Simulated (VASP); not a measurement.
A run of VASP 6.6.1:

INCAR

```
SYSTEM = MgS
PREC     = Accurate       ! precision mode
ENCUT    = 600            ! plane-wave cutoff, eV
EDIFF    = 1E-6           ! SCF threshold, eV
ISMEAR   = 0              ! smearing method
SIGMA    = 0.02           ! smearing width, eV
LREAL    = .False.        ! projectors in reciprocal space
LASPH    = .True.         ! aspherical terms in the spheres
NELM     = 100            ! most SCF steps
ALGO     = Normal         ! electronic algorithm
ISIF     = 3              ! what is computed and relaxed
LWAVE    = .False.        ! write WAVECAR
LCHARG   = .False.        ! write CHGCAR
GGA      = PE             ! functional
IBRION   = 2              ! ionic algorithm
NSW      = 80             ! ionic steps
EDIFFG   = -0.01          ! ionic threshold
```

File KPOINTS:

```
regular mesh
0
Gamma
  6 6 4
  0 0 0
```

Contents of POSCAR:

```
MgS
1.0
    4.0877244276      0.0000000000      0.0000000000
   -2.0438622138      3.5400731979      0.0000000000
    0.0000000000      0.0000000000      6.7092743691
Mg S
2 2
Direct
    0.3333333333      0.6666666667      0.0000468389
    0.6666666667      0.3333333333      0.5000468389
    0.3333333333      0.6666666667      0.3749531611
    0.6666666667      0.3333333333      0.8749531611
```

Potentials or basis: VASP PAW PBE potentials, release 64 (Mg, S).

Run with:

```sh
$ cat potpaw_PBE.64/Mg/POTCAR potpaw_PBE.64/S/POTCAR > POTCAR
$ mpirun -np 1 vasp_std > vasp.out
```

Hardware: 1 thread of Intel(R) Xeon(R) Platinum 8559C (Emerald Rapids), on a shared host.

Problem. Estimate the wall time of this run.

Solution. Wall time 94 s on 1 thread of Intel(R) Xeon(R) Platinum 8559C (Emerald Rapids) (shared host), peak memory 0.27 GiB. Counts: scf iterations 55, k points 21, ion steps 8.
